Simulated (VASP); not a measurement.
CdS, 4 atoms in the cell. The typed cell holds 4 atoms: a = 4.135 Å, b = 4.117 Å, c = 6.749 Å, α = 89.79°, β = 89.43°, γ = 119.57°.  This cell differs from its parent crystal: equal xy, yz and zx shear strains of +1 %.

| Quantity | Value |
| --- | --- |
| Program | VASP 6.6.1 |
| Task | electric field gradients |
| Functional | PBE |
| Potentials or basis | VASP PAW PBE potentials, release 64 (Cd, S) |
| Cutoff | 520 eV |
| k mesh | 7 × 7 × 4 |
| Occupations | fermi-dirac, width 0.01 eV |
| Spin | no spin polarisation |
| Dipole correction | no |
| Further INCAR settings | ALGO = Normal; EDIFF = 1e-08; NBANDS = 26 |

Potentials or basis: VASP PAW PBE potentials, release 64 (Cd, S).

Launch:

```sh
$ cat potpaw_PBE.64/Cd/POTCAR potpaw_PBE.64/S/POTCAR > POTCAR
$ mpirun -np 1 vasp_std > vasp.out
```

Hardware: 1 thread of Intel(R) Xeon(R) 6975P-C (Granite Rapids) (shared host).

Q: Estimate the wall time of this run.

A: Run time: 2.1 min on 1 thread of Intel(R) Xeon(R) 6975P-C (Granite Rapids) (shared host), peak memory 0.36 GiB. Counts: scf iterations 19, k points 99.
